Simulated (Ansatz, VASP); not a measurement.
# Al2BAs3: VASP beside Ansatz

```
CELL_PARAMETERS angstrom
1.93146 -3.34523 -0.00001
-5.72601 -3.30695 -0.01704
-0.02125 -0.01260 -9.55005
ATOMIC_POSITIONS crystal
Al 0.50039 0.50064 0.01072
Al 0.99988 0.00063 0.01071
Al 0.00024 0.66530 0.65507
Al 0.49936 0.16530 0.65508
B 0.49996 0.83391 0.32690
B 0.00023 0.33392 0.32691
As 0.99937 0.99950 0.75342
As 0.50024 0.49952 0.75343
As 0.00009 0.66584 0.39494
As 0.49997 0.16583 0.39495
As 0.49994 0.83480 0.10894
As 0.00034 0.33480 0.10893
```

Change from the starting cell: cell x2, atoms moved at random (sigma 0.1 Å) and cell strained at random (1.5 %), then relaxed without symmetry.

Alike in both runs: functional PBE; k mesh 4 × 2 × 2; occupations gaussian, width 0.1 eV; no spin polarisation.

Ansatz relaxed the structure, and its values are those at the end. VASP's run is a single point on that final structure, the one shown.

|  | VASP | Ansatz |
| --- | --- | --- |
| version | VASP 6.6.1 | Ansatz 0.2.0 |
| potentials or method | VASP PAW PBE potentials, release 64 (Al, B, As), cutoff 520 eV | scalar-relativistic, plane waves, PAW |
| valence electrons in the cell | 48 | 108 |

Ansatz gave:

| Quantity | Value |
| --- | --- |
| gap on the k mesh at the Fermi level (eV) | 0.29 |
| least direct gap on the mesh (eV) | 0.29 |
| pressure (GPa) | 0.0 |
| rms of the force components (eV/Å) | 0.009 |

Question: Which values does VASP return?

Answer: gap on the k mesh at the Fermi level (eV): 0.29; least direct gap on the mesh (eV): 0.29; pressure (GPa): 0.3; rms of the force components (eV/Å): 0.012.

VASP's potentials hold 48 valence electrons a cell and Ansatz's 108, so a difference there can come from the potentials and not from the codes.

The k mesh is coarse, so the values compare programs but aren't converged.
